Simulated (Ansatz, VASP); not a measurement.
# Two plane-wave programs on Fe

The input INCAR:

```
  PREC = Accurate
  ENCUT = 520
  EDIFF = 1E-6
  ISMEAR = -1
  SIGMA = 0.1
  LREAL = False
  LASPH = True
  NELM = 150
  ALGO = Normal
  ISIF = 2
  LWAVE = False
  LCHARG = False
  ISPIN = 2
  MAGMOM = 4 4
  LORBIT = 11
  LMAXMIX = 4
  GGA = PE
  ISYM = 0
  NBANDS = 19
```

Contents of KPOINTS:

```
Automatic mesh
0
Gamma
  12 12 6
```

The input POSCAR:

```
Fe
1.0
    0.0000000000      1.8260000000      1.8260000000
    1.8260000000      0.0000000000      1.8260000000
    3.6520000000      3.6520000000      0.0000000000
Fe
2
Direct
    0.0000000000      0.0000000000      0.0000000000
    0.0000000000      0.0000000000      0.5000000000
```

Input for Ansatz:

```yaml
crystal:
  lattice:
    - [0.0, 1.826, 1.826]
    - [1.826, 0.0, 1.826]
    - [3.652, 3.652, 0.0]
  atoms:
    - { symbol: Fe, position: [0.0, 0.0, 0.0], spin: 4.0 }
    - { symbol: Fe, position: [0.0, 0.0, 0.5], spin: 4.0 }
  symmetry: { detect: false, time_reversal: true }
magnetization:
  spin_polarized: true
hamiltonian:
  xc: pbe
  pseudopotentials: { kind: paw }
basis:
  ecutwfc: 420
kpoints:
  mp_grid: { grid: [12, 12, 6] }
scf:
  occupations: { method: fermi_dirac, width: 0.1 }
  lower_state_search: "off"
output:
  forces: true
  stress: true
  write_density: true
  write_potential: true
  elf: true
  volumetric_format: npy
```

Alike in both runs: task single point; functional PBE; k mesh 12 × 12 × 6; occupations fermi-dirac, width 0.1 eV; collinear spin.

```csv
,VASP,Ansatz
version,VASP 6.6.1,Ansatz 0.2.0
potentials or method,"VASP PAW PBE potentials, release 64 (Fe), cutoff 520 eV","PAW, plane waves, scalar-relativistic"
valence electrons in the cell,16,32
```

```tsv
	VASP	Ansatz	Ansatz less VASP
pressure (GPa)	-2.5	-2.4	+0.11
net moment per atom (μB)	2.57	2.57	-0.006
size of the moment on the site where the two differ most (μB)	2.57	2.61	+0.040
```

Site moments also hang on the region over which each program counts them. With one functional, cell and mesh, what is left measures potentials, basis and numerics. VASP's potentials hold 16 valence electrons a cell and Ansatz's 32, so a difference there can come from the potentials and not from the codes.
